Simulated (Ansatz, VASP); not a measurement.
One calculation of Sb2Pt, two programs

The input INCAR:

```
PREC     = Accurate       # precision mode
ENCUT    = 600            # plane-wave cutoff, eV
EDIFF    = 1E-7           # SCF threshold, eV
ISMEAR   = 0              # smearing method
SIGMA    = 0.1            # smearing width, eV
LREAL    = False          # projectors in reciprocal space
LASPH    = True           # aspherical terms in the spheres
NELM     = 60             # most SCF steps
ALGO     = Normal         # electronic algorithm
ISIF     = 3              # what is computed and relaxed
LWAVE    = False          # write WAVECAR
LCHARG   = False          # write CHGCAR
GGA      = PS             # functional
IBRION   = 2              # ionic algorithm
NSW      = 80             # ionic steps
EDIFFG   = -0.01          # ionic threshold
```

File KPOINTS:

```
Automatic mesh
0
Gamma
  12 12 12
```

File POSCAR:

```
Sb2Pt
1.0
    0.0000000000      3.2793392673      3.2793392673
    3.2793392673      0.0000000000      3.2793392673
    3.2793392673      3.2793392673      0.0000000000
Sb Pt
2 1
Direct
    0.2500000000      0.2500000000      0.2500000000
    0.7500000000      0.7500000000      0.7500000000
    0.0000000000      0.0000000000      0.0000000000
```

Input for Ansatz:

```yaml
crystal:
  lattice:
    - [0.0, 3.2793392673, 3.2793392673]
    - [3.2793392673, 0.0, 3.2793392673]
    - [3.2793392673, 3.2793392673, 0.0]
  atoms:
    - { symbol: Sb, position: [0.25, 0.25, 0.25] }
    - { symbol: Sb, position: [0.75, 0.75, 0.75] }
    - { symbol: Pt, position: [0.0, 0.0, 0.0] }
basis:
  ecutwfc: 420
kpoints:
  mp_grid: { grid: [12, 12, 12] }
hamiltonian:
  xc: pbesol
scf:
  occupations: { method: gaussian, width: 0.1 }
output:
  forces: true
  stress: true
  eigenvalues: true
relax:
  adjacent_minimum: "off"
  f_tol: 0.01
  max_steps: 60
  cell: { stress_tol: 0.1 }
```

Alike in both runs: task relaxation of cell and atoms; functional PBEsol; k mesh 12 × 12 × 12; occupations gaussian, width 0.1 eV; no spin polarisation.

|  | VASP | Ansatz |
| --- | --- | --- |
| version | VASP 6.6.1 | Ansatz 0.2.0 |
| potentials or method | VASP PAW PBE potentials, release 64 (Sb, Pt), cutoff 600 eV | scalar-relativistic, plane waves, PAW |
| valence electrons in the cell | 20 | 48 |

|  | VASP | Ansatz | Ansatz less VASP |
| --- | --- | --- | --- |
| gap on the k mesh at the Fermi level, each at its own relaxed structure (eV) | none | none | - |
| relaxed volume (Å³/atom) | 23.42 | 23.44 | +0.017 |
| relaxed length of the cell vector where the two differ most in proportion (Å) | 4.632 | 4.633 | +0.0011 |

VASP's potentials were made for PBE, not for PBEsol. A gap of «none» marks a metal or a gap that the smearing closes. VASP's potentials hold 20 valence electrons a cell and Ansatz's 48, so a difference there can come from the potentials and not from the codes.

Spin-orbit coupling is off throughout.
